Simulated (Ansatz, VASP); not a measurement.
Two plane-wave programs on SnO2

```
CELL_PARAMETERS angstrom
4.73800 0.09476 0.00000
0.09476 4.73800 0.00000
0.00000 0.00000 3.18650
ATOMIC_POSITIONS crystal
Sn 0.50000 0.50000 0.50000
Sn 0.00000 0.00000 0.00000
O 0.80710 0.19290 0.50000
O 0.69290 0.69290 0.00000
O 0.19290 0.80710 0.50000
O 0.30710 0.30710 0.00000
```

Alike in both runs: task single point; functional PBE; k mesh 5 × 5 × 7; occupations fermi-dirac, width 0.05 eV; no spin polarisation.

|  | VASP | Ansatz |
| --- | --- | --- |
| version | VASP 6.6.1 | Ansatz 0.2.0 |
| potentials or method | VASP PAW PBE potentials, release 64 (Sn_d, O) | Ansatz PAW |
| plane-wave cutoff (eV) | 520 | 420 |
| valence electrons in the cell | 52 | 52 |

Ansatz gave:

- gap on the k mesh at the Fermi level (eV): 1.28
- least direct gap on the mesh (eV): 1.28
- pressure (GPa): 11.5
- traceless stress, the component that is largest in VASP (GPa): -8.43
- rms of the force components (eV/Å): 0.128

Task: What did VASP give for the same quantities?

Result: gap on the k mesh at the Fermi level (eV): 1.27; least direct gap on the mesh (eV): 1.27; pressure (GPa): 12.2; traceless stress, the component that is largest in VASP (GPa): -8.46; rms of the force components (eV/Å): 0.136.

Atom by atom the forces differ by 0.009 eV/Å (rms over components).

Noted on Ansatz's run: odd divisions of the mesh miss points on the zone boundary, where band edges often lie, so the gap on the mesh can be too wide.
